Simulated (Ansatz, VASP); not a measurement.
## PtPb: VASP beside Ansatz

File INCAR:

```
PREC = Accurate ; ENCUT = 520
EDIFF = 1E-8 ; ISMEAR = -1
SIGMA = 0.05 ; LREAL = F
LASPH = T ; NELM = 60
ALGO = Normal ; ISIF = 2
LWAVE = F ; LCHARG = F
GGA = CA ; LEFG = T
NBANDS = 32
```

The input KPOINTS:

```
Automatic mesh
0
Gamma
  10 10 7
```

Contents of POSCAR:

```
PtPb
1.0
    4.2500008807      0.0000000000      0.0000000000
   -2.1250004404      3.6806087288      0.0000000000
    0.0000000000      0.0000000000      5.4560000000
Pt Pb
2 2
Direct
    0.3333333333      0.6666666667      0.2500000000
    0.6666666667      0.3333333333      0.7500000000
    0.0000000000      0.0000000000      0.0000000000
    0.0000000000      0.0000000000      0.5000000000
```

Input for Ansatz:

```yaml
crystal:
  lattice:
    - [4.2500008807, 0.0, 0.0]
    - [-2.1250004404, 3.6806087288, 0.0]
    - [0.0, 0.0, 5.456]
  atoms:
    - { symbol: Pt, position: [0.3333333333, 0.6666666667, 0.25] }
    - { symbol: Pt, position: [0.6666666667, 0.3333333333, 0.75] }
    - { symbol: Pb, position: [0.0, 0.0, 0.0] }
    - { symbol: Pb, position: [0.0, 0.0, 0.5] }
kpoints:
  mp_grid: { grid: [10, 10, 7] }
  band_path:
    path:
      - [0.0, 0.0, 0.0]
      - [0.5, 0.0, 0.0]
      - [0.3333333333, 0.3333333333, 0.0]
      - [0.0, 0.0, 0.0]
      - [0.0, 0.0, 0.5]
      - [0.5, 0.0, 0.5]
      - [0.3333333333, 0.3333333333, 0.5]
      - [0.0, 0.0, 0.5]
      - [0.5, 0.0, 0.5]
    npoints: 14
scf:
  occupations: { method: fermi_dirac, width: 0.05 }
hamiltonian:
  xc: lda
  pseudopotentials: { kind: paw }
output:
  forces: true
  stress: true
  eigenvalues: true
  efg: { contact_densities: true }
  populations: true
  bader: true
  dos: { projected: true, de: 0.2, e_range: [-14, 8] }
  write_density: true
  write_potential: true
  elf: true
  volumetric_format: npy
```

Alike in both runs: task electric field gradients; functional LDA; k mesh 10 × 10 × 7; occupations fermi-dirac, width 0.05 eV; no spin polarisation.

```csv
,VASP,Ansatz
version,VASP 6.6.1,Ansatz 0.2.0
potentials or method,"VASP PAW LDA potentials, release 64 (Pt, Pb_d)","PAW with Ansatz's default frozen-core files, scalar-relativistic"
plane-wave cutoff (eV),520,420
valence electrons in the cell,48,64
```

```csv
,VASP,Ansatz,Ansatz less VASP
pressure (GPa),6.9,6.5,-0.33
"traceless stress, the component that is largest in VASP (GPa)",17.56,17.63,+0.071
size of Vzz on the site where it differs most (V/Å²),12.2,81.7,+69.51
```

LDA's correlation is that of Perdew and Zunger in VASP and of Perdew and Wang (1992) in Ansatz. One of these differences is far larger than is usual between the two programs; its cause wasn't traced. VASP's potentials hold 48 valence electrons a cell and Ansatz's 64, so a difference there can come from the potentials and not from the codes.

Spin-orbit coupling is off throughout.
